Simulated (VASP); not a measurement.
# V (C2/c) in VASP: single point with PBE

Aim: the single point of V with PBE.

Program: VASP 6.6.1. These are calculated values, not measurements. Logs are shortened: lines on timing, memory, paths and dates and some standing lists are left out, and cuts for length are marked.

### Step 1. The cell of the first run

Symmetry: C2/c, No. 15, monoclinic system. The conventional cell has a = 6.627 Å, b = 4.615 Å, c = 5.210 Å, α = 90.00°, β = 92.17°, γ = 90.00°. Within 3.2 Å of V (site symmetry -1) lie 14 V at 2.44 to 3.10 Å. V (site symmetry 1) has 13 V at 2.37 to 3.19 Å within 3.2 Å.

### Step 2. Single point, PBE

File INCAR:

```
SYSTEM = V
ALGO = Fast
EDIFF = 1E-6
ENCUT = 520
GGA = PE
ISIF = 2
ISMEAR = 0
LASPH = .True.
LCHARG = .False.
LREAL = .False.
LWAVE = .False.
NBANDS = 48
NELM = 80
PREC = Accurate
SIGMA = 0.1
```

File KPOINTS:

```
k-points
0
Gamma
  4 4 4
  0 0 0
```

File POSCAR:

```
V
1.0
    3.3136929219     -2.3073918562      0.0000000000
    3.3136929219      2.3073918562      0.0000000000
   -0.1977120550      0.0000000000      5.2060802838
V
6
Direct
    0.0000000000      0.0000000000      0.0000000000
    0.0000000000      0.0000000000      0.5000000000
    0.6898327470      0.6553229678      0.6995741393
    0.3101672530      0.3446770322      0.3004258607
    0.3446770322      0.3101672530      0.8004258607
    0.6553229678      0.6898327470      0.1995741393
```

Potentials or basis: VASP PAW PBE potentials, release 64 (V_sv).

Command:

```console
> cat potpaw_PBE.64/V_sv/POTCAR > POTCAR
> mpirun -np 1 vasp_std > vasp.out
```

OUTCAR:

```text
SYSTEM = V
   EDIFF = 1E-6
   ENCUT = 520
   GGA = PE
   ISIF = 2
   ISMEAR = 0
   LASPH = .True.
   LREAL = .False.
   NELM = 80
   PREC = Accurate

 ion  position               nearest neighbor table
   1  0.000  0.000  0.000-   5 2.44   6 2.44   2 2.60   2 2.60   4 2.63   3 2.63   6 2.69   5 2.69
                             5 2.83   6 2.83
   2  0.000  0.000  0.500-   3 2.44   4 2.44   1 2.60   1 2.60   6 2.63   5 2.63   3 2.69   4 2.69
                             3 2.83   4 2.83
   3  0.690  0.655  0.700-   5 2.37   2 2.44   5 2.57   5 2.57   6 2.61   6 2.61   1 2.63   2 2.69
                             2 2.83
   4  0.310  0.345  0.300-   6 2.37   2 2.44   6 2.57   6 2.57   5 2.61   5 2.61   1 2.63   2 2.69
                             2 2.83
   5  0.345  0.310  0.800-   3 2.37   1 2.44   3 2.57   3 2.57   4 2.61   4 2.61   2 2.63   1 2.69
                             1 2.83
   6  0.655  0.690  0.200-   4 2.37   1 2.44   4 2.57   4 2.57   3 2.61   3 2.61   2 2.63   1 2.69
                             1 2.83

  LATTYP: Found a base centered monoclinic cell.
 ALAT       =     6.6273858438
 B/A-ratio  =     0.6963203624
 C/A-ratio  =     0.7861068185
 COS(beta)  =    -0.0379497860

  Lattice vectors:

 A1 = (   3.3136929219,  -2.3073918562,   0.0000000000)
 A2 = (   3.3136929219,   2.3073918562,   0.0000000000)
 A3 = (  -0.1977120550,   0.0000000000,   5.2060802838)

Analysis of symmetry for initial positions (statically):
=====================================================================
 Subroutine PRICEL returns:
 Original cell was already a primitive cell.

 Routine SETGRP: Setting up the symmetry group for a
 base centered monoclinic supercell.

 Subroutine GETGRP returns: Found  4 space group operations
 (whereof  2 operations were pure point group operations)
 out of a pool of  4 trial point group operations.

The static configuration has the point symmetry S_2 .
 The point group associated with its full space group is C_2h.

Analysis of symmetry for dynamics (positions and initial velocities):
=====================================================================
 Subroutine PRICEL returns:
 Original cell was already a primitive cell.

 Routine SETGRP: Setting up the symmetry group for a
 base centered monoclinic supercell.

 Subroutine GETGRP returns: Found  4 space group operations
 (whereof  2 operations were pure point group operations)
 out of a pool of  4 trial point group operations.

The dynamic configuration has the point symmetry S_2 .
 The point group associated with its full space group is C_2h.

 Subroutine INISYM returns: Found  4 space group operations
 (whereof  2 operations are pure point group operations),
 and found     1 'primitive' translations

----------------------------------------------------------------------------------------

                                     Primitive cell

  volume of cell :      79.6113

  direct lattice vectors                    reciprocal lattice vectors
     3.313692922 -2.307391856  0.000000000     0.150889057 -0.216694879  0.005730335
     3.313692922  2.307391856  0.000000000     0.150889057  0.216694879  0.005730335
    -0.197712055  0.000000000  5.206080284     0.000000000  0.000000000  0.192083092

  length of vectors
     4.037897715  4.037897715  5.209833201     0.264115533  0.264115533  0.192083092

  position of ions in fractional coordinates (direct lattice)
     0.000000000  0.000000000  0.000000000
     1.000000000  1.000000000  0.500000000
     0.689832747  0.655322968  0.699574139
     0.310167253  0.344677032  0.300425861
     0.344677032  0.310167253  0.800425861
     0.655322968  0.689832747  0.199574139

  ion indices of the primitive-cell ions
   primitive index   ion index
                 1           1
                 2           2
                 3           3
                 4           4
                 5           5
                 6           6

----------------------------------------------------------------------------------------

 KPOINTS: k-points

Automatic generation of k-mesh.
 Grid dimensions read from file:
 generate k-points for:    4    4    4

 Generating k-lattice:

  Cartesian coordinates                     Fractional coordinates (reciprocal lattice)
     0.037722264 -0.054173720  0.001432584     0.250000000  0.000000000 -0.000000000
     0.037722264  0.054173720  0.001432584     0.000000000  0.250000000 -0.000000000
     0.000000000  0.000000000  0.048020773     0.000000000  0.000000000  0.250000000

  Length of vectors
     0.066028883  0.066028883  0.048020773

  Shift w.r.t. Gamma in fractional coordinates (k-lattice)
     0.000000000  0.000000000  0.000000000

 Subroutine IBZKPT returns following result:
 ===========================================

 Found     24 irreducible k-points:

 Following reciprocal coordinates:
            Coordinates               Weight
  0.000000  0.000000  0.000000      1.000000
  0.250000  0.000000  0.000000      4.000000
  0.500000  0.000000  0.000000      2.000000
  0.250000  0.250000  0.000000      2.000000
  0.500000  0.250000 -0.000000      4.000000
 -0.250000  0.250000  0.000000      2.000000
[... 16 lines left out ...]
 -0.250000  0.250000  0.500000      2.000000
  0.500000  0.500000  0.500000      1.000000
   k-points           NKPTS =     24   k-points in BZ     NKDIM =     24   number of bands    NBANDS=     48
   number of dos      NEDOS =    301   number of ions     NIONS =      6
   total plane-waves  NPLWV =  36000
   dimension x,y,z NGX =    30 NGY =   30 NGZ =   40
   dimension x,y,z NGXF=    60 NGYF=   60 NGZF=   80
   ions per type =               6
   NGX,Y,Z   is equivalent  to a cutoff of  12.35, 12.35, 12.76 a.u.
   NGXF,Y,Z  is equivalent  to a cutoff of  24.70, 24.70, 25.53 a.u.
 SYSTEM =  V
   PREC   = accura    normal or accurate (medium, high low for compatibility)
   ISTART =      0    job   : 0-new  1-cont  2-samecut
   ICHARG =      2    charge: 1-file 2-atom 10-const
   ISPIN  =      1    spin polarized calculation?
   LNONCOLLINEAR =      F non collinear calculations
   LSORBIT =      F    spin-orbit coupling
   LASPH  =      T    aspherical Exc in radial PAW
   ENCUT  =  520.0 eV  38.22 Ry    6.18 a.u.   7.51  7.51  9.69*2*pi/ulx,y,z
   NELM   =     80;   NELMIN=  2; NELMDL= -5     # of ELM steps
   EDIFF  = 0.1E-05   stopping-criterion for ELM
   LREAL  =      F    real-space projection
   EDIFFG = 0.1E-04   stopping-criterion for IOM
   NSW    =      0    number of steps for IOM
   IBRION =     -1    ionic relax: 0-MD 1-quasi-New 2-CG
   NFREE  =      0    steps in history (QN), initial steepest desc. (CG)
   ISIF   =      2    stress and relaxation
   ISYM   =      2    0-nonsym 1-usesym 2-fastsym
   POTIM  = 0.5000    time-step for ionic-motion
   TEBEG  =    0.0;   TEEND  =   0.0 temperature during run
   PSTRESS=    0.0 pullay stress
   NELECT =      78.0000    total number of electrons
   NUPDOWN=      -1.0000    fix difference up-down
   EMIN   =  10.00;   EMAX   =-10.00  energy-range for DOS
   EFERMI =   0.00;   METHOD = LEGACY
   ISMEAR =     0;   SIGMA  =   0.10  broadening in eV -4-tet -1-fermi 0-gaus
   EFERMI_NEDOS =   21; number of points for ismear=-14 and -15
   IALGO  =     68    algorithm
   IMIX   =      4    mixing-type and parameters
     AMIX     =   0.40;   BMIX     =  1.00
     AMIX_MAG =   1.60;   BMIX_MAG =  1.00
  volume/ion in A,a.u.               =      13.27        89.54
  Fermi-wavevector in a.u.,A,eV,Ry     =   1.625979  3.072654 35.971178  2.643807
  Thomas-Fermi vector in A             =   2.719013
   LORBIT       =      0    0 simple, 1 ext, 2 COOP (PROOUT), +10 PAW based schemes
   GGA     = PE    functional components
   LHFCALC =     F    Hartree Fock is set to
   AEXX    =    0.0000 exact exchange contribution
   IVDW    =     0    specifies the selected vdW correction
   LEPSILON=     F    determine dielectric tensor
   LRPA    =     F    only Hartree local field effects (RPA)
 non-spin polarized calculation
 RMM-DIIS sequential band-by-band and
 Gauss-broadening in eV      SIGMA  =   0.10
  energy-cutoff  :      520.00
  volume of cell :       79.61
 maximum number of plane-waves:      2164
   NGX = 15   NGY = 15   NGZ = 19

 number of electron      78.0000036 magnetization

 Free energy of the ion-electron system (eV)
  ---------------------------------------------------
  ext. energy  EPLUGINS =         0.00000000
  ---------------------------------------------------
  free energy    TOTEN  =       -53.23985890 eV

  energy without entropy =      -53.20560094  energy(sigma->0) =      -53.22272992

 E-fermi :  10.0851     XC(G=0): -12.9627

 val. band max:       10.0723520371   @ k =   0.2500   0.2500   0.5000
 cond. band min:      10.0952580359   @ k =   0.2500   0.2500   0.2500
 fundamental gap:      0.0229059989
 Fermi energy:        10.0851058220

 k-point     1 :       0.0000    0.0000    0.0000
  band No.  band energies     occupation
      1     -53.8166      2.00000
      2     -53.6387      2.00000
      3     -53.5852      2.00000
      4     -53.5680      2.00000
      5     -53.4592      2.00000
      6     -53.3800      2.00000
[... 40 lines left out ...]
     47      12.4532      0.00000
     48      12.4965      0.00000

 k-point     2 :       0.2500    0.0000    0.0000
  band No.  band energies     occupation
      1     -53.7853      2.00000
      2     -53.6382      2.00000
      3     -53.5907      2.00000
      4     -53.5623      2.00000
      5     -53.4691      2.00000
      6     -53.4031      2.00000
[... 40 lines left out ...]
     47      12.3794      0.00000
     48      12.4533      0.00000

 k-point     3 :       0.5000    0.0000    0.0000
  band No.  band energies     occupation
      1     -53.7404      2.00000
      2     -53.6371      2.00000
      3     -53.6276      2.00000
      4     -53.5310      2.00000
      5     -53.4776      2.00000
      6     -53.4359      2.00000
[... 40 lines left out ...]
     47      12.5305      0.00000
     48      12.6515      0.00000

 k-point     4 :       0.2500    0.2500    0.0000
  band No.  band energies     occupation
      1     -53.7623      2.00000
      2     -53.6375      2.00000
      3     -53.6117      2.00000
      4     -53.5514      2.00000
      5     -53.4707      2.00000
      6     -53.4150      2.00000
[... 958 lines left out ...]
     47      12.0415      0.00000
     48      12.2469      0.00000

 k-point    23 :      -0.2500    0.2500    0.5000
  band No.  band energies     occupation
      1     -53.7013      2.00000
      2     -53.7013      2.00000
      3     -53.5540      2.00000
      4     -53.5540      2.00000
      5     -53.4700      2.00000
      6     -53.4700      2.00000
[... 40 lines left out ...]
     47      12.1009      0.00000
     48      12.1013      0.00000

 k-point    24 :       0.5000    0.5000    0.5000
  band No.  band energies     occupation
      1     -53.6754      2.00000
      2     -53.6754      2.00000
      3     -53.5306      2.00000
      4     -53.5306      2.00000
      5     -53.5193      2.00000
      6     -53.5193      2.00000
[... 40 lines left out ...]
     47      11.7300      0.00000
     48      11.7304      0.00000

------------------------ aborting loop because EDIFF is reached ----------------------------------------

  FORCE on cell =-STRESS in cart. coord.  units (eV):
  Direction    XX          YY          ZZ          XY          YZ          ZX
  --------------------------------------------------------------------------------------
  -------------------------------------------------------------------------------------
  Total        6.8414418     -1.2846114      2.6026353      0.0000000      0.0000000      2.1281609
  in kB      137.6840872    -25.8528181     52.3780622      0.0000000      0.0000000     42.8292596
  external PRESSURE =      54.7364437 kB  Pullay stress =       0.0000000 kB

 VOLUME and BASIS-vectors are now :
 -----------------------------------------------------------------------------
  energy-cutoff  :      520.00
  volume of cell :       79.61
      direct lattice vectors                 reciprocal lattice vectors
     3.313692922 -2.307391856  0.000000000     0.150889057 -0.216694879  0.005730335
     3.313692922  2.307391856  0.000000000     0.150889057  0.216694879  0.005730335
    -0.197712055  0.000000000  5.206080284     0.000000000  0.000000000  0.192083092

 POSITION                                       TOTAL-FORCE (eV/Angst)
 -----------------------------------------------------------------------------------
      0.00000      0.00000      0.00000        -0.000000     -0.000000      0.000000
     -0.09886      0.00000      2.60304        -0.000000     -0.000000      0.000000
      4.31912     -0.07963      3.64204        -0.456128      0.356645     -0.922648
      2.11056      0.07963      1.56404         0.456128     -0.356645      0.922648
      2.01170     -0.07963      4.16708         0.456128      0.356645      0.922648
      4.41797      0.07963      1.03900        -0.456128     -0.356645     -0.922648
 -----------------------------------------------------------------------------------
    total drift:                                0.000000      0.000000      0.000000

  FREE ENERGIE OF THE ION-ELECTRON SYSTEM (eV)
  ---------------------------------------------------
  free  energy   TOTEN  =       -53.2398589004 eV

  energy  without entropy=      -53.2056009422  energy(sigma->0) =      -53.22272992
```

Wall time 50 s (1 thread of AMD EPYC 9R45 (Zen 5), shared host); peak memory 0.18 GiB.

What came out:

- Free energy: -53.2399 eV
- Pressure: 5.5 GPa
- Largest force: 1.089 eV/Å
- Band gap on the k mesh: zero (bands 39 and 40 overlap by 0.70 eV)

Forces on the atoms (eV/Å):
```
V    0.000  0.000  0.000
V    0.000  0.000  0.000
V   -0.456  0.357 -0.923
V    0.456 -0.357  0.923
V    0.456  0.357  0.923
V   -0.456 -0.357 -0.923
```

Stress tensor (GPa, compression positive):
```
13.77  0.00  4.28
 0.00 -2.59  0.00
 4.28  0.00  5.24
```

Caveat: the k points lie up to 0.41 Å⁻¹ apart, too coarse for converged energies and pressures of a metal; forces of over 1 eV/Å act on the atoms, so gaps and moduli don't describe the material at rest.
